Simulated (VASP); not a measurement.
**BaTiO3: single point with PBE**

The system is BaTiO3.

```
Ba Ti O
1.0
     2.86307    1.65299    2.35630
    -2.86307    1.65299    2.35630
     0.00000   -3.30599    2.35630
Ba Ti O
1 1 3
Direct
  0.98020 0.98020 0.98020
  0.51919 0.51919 0.51919
  0.48839 0.48839 0.97777
  0.48839 0.97777 0.48839
  0.97777 0.48839 0.48839
```

This cell differs from its parent crystal: all Ba atoms moved +0.175 Å, as atom 1 towards its neighbour atom 2 (Ti) at 3.434 Å.

```
Program             : VASP 6.6.1
Task                : single point
Functional          : PBE
Potentials or basis : VASP PAW PBE potentials, release 64 (Ba_sv, Ti_sv, O)
Cutoff              : 520 eV
k mesh              : 6 × 6 × 6
Occupations         : gaussian, width 0.05 eV
Spin                : no spin polarisation
```

- Pressure: 1.9 GPa
- Largest force: 0.932 eV/Å
- Band gap on the k mesh: 2.55 eV, indirect (least direct gap 3.08 eV)

Forces in eV/Å, atoms in the order of the input:
```
Ba   0.000  0.000  0.932
Ti   0.000  0.000 -0.687
O    0.000 -0.001 -0.082
O   -0.001  0.000 -0.082
O    0.001  0.000 -0.082
```

Stress tensor (GPa, compression positive):
```
1.58 0.00 0.00
0.00 1.58 0.00
0.00 0.00 2.43
```

Levels at points of the mesh, in eV from the valence-band top:
```
           k point  band 16  band 17  band 18  band 19  band 20  band 21  band 22  band 23  band 24  band 25
(0.00, 0.00, 0.00)    -1.32    -0.98    -0.66    -0.53    -0.53     2.55     2.55     2.70     4.50     4.50
(0.50, 0.00, 0.00)    -1.98    -1.57    -1.41    -1.06    -0.87     2.75     3.73     3.87     4.45     5.91
(0.50, 0.50, 0.00)    -2.54    -1.59    -0.94    -0.88    -0.09     3.81     3.85     4.13     4.92     7.49
(0.50, 0.50, 0.50)    -2.38    -2.29    -0.01    -0.01     0.00     4.10     4.38     4.38     6.35     6.35
```

It took 93 s on 1 thread of Intel(R) Xeon(R) Platinum 8488C (Sapphire Rapids), on a shared host, peak memory 0.21 GiB.

Caveat: the cell differs from its parent crystal (all Ba atoms moved +0.175 Å, as atom 1 towards its neighbour atom 2 (Ti) at 3.434 Å); spin-orbit coupling is left out, which moves the levels of the heavy elements. A k mesh can miss the band edges.
